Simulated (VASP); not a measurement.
# AlNi: single point with PBEsol

Crystal: AlNi.

```
Al Ni
1.0
     1.93869   -1.95319    0.00000
     1.93869    1.95319    0.00000
     0.00000    0.00000    3.09943
Al Ni
1 1
Cartesian
  0.0000 0.0000 0.0000
  1.7796 -0.1591 1.5497
```

This cell differs from its parent crystal: atom 2 (Ni) moved by (-0.225, +0.000) A along [1 1 0] and z.

| Item | Value |
| --- | --- |
| Program | VASP 6.6.1 |
| Task | single point |
| Functional | PBEsol |
| Potentials or basis | VASP PAW PBE potentials, release 64 (Al, Ni) |
| Cutoff | 520 eV |
| k mesh | 18 × 18 × 16 |
| Occupations | gaussian, width 0.15 eV |
| Spin | no spin polarisation |

* Pressure: 3.7 GPa
* Largest force: 1.295 eV/Å
* Band gap on the k mesh: zero (an odd number of electrons rules out a gap without spin polarisation)

Forces in eV/Å, atoms in the order of the input:
```
Al  -0.943 -0.888  0.000
Ni   0.943  0.888  0.000
```

Stress tensor (GPa, compression positive):
```
 5.83 -0.97  0.00
-0.97  4.28  0.00
 0.00  0.00  1.07
```

Levels at points of the mesh, in eV from the Fermi level:
```csv
k point,band 4,band 5,band 6,band 7,band 8,band 9,band 10,band 11
"(0.00, 0.00, 0.00)",-1.72,-1.67,-1.36,2.96,6.70,7.08,7.54,8.90
"(0.50, 0.00, 0.00)",-2.84,-2.08,-1.56,-0.39,7.81,8.02,9.44,11.88
"(0.00, 0.50, 0.00)",-2.76,-2.08,-1.60,-0.35,7.63,8.06,9.53,11.49
"(0.50, 0.50, 0.00)",-2.46,-2.37,-2.15,-0.87,2.21,3.23,10.89,13.40
"(0.00, 0.00, 0.50)",-2.16,-2.10,-1.33,-1.30,8.53,11.19,11.23,11.46
"(0.50, 0.00, 0.50)",-2.93,-1.91,-1.85,-1.27,1.25,2.16,13.81,14.87
"(0.00, 0.50, 0.50)",-2.68,-2.00,-1.98,-1.27,1.31,2.16,13.69,15.59
"(0.50, 0.50, 0.50)",-1.23,-0.86,1.69,2.00,2.24,3.29,4.26,4.86
```

It took 3.1 min on 1 thread of Intel(R) Xeon(R) 6975P-C (Granite Rapids) (shared host), peak memory 0.55 GiB.

Caveat: the cell differs from its parent crystal (atom 2 (Ni) moved by (-0.225, +0.000) A along [1 1 0] and z); the cell stands under pressure; the PAW data sets were made with another functional, which shifts forces and pressure a little. Spin polarisation is off, so any magnetic state and its effect on volume and gap are missing.
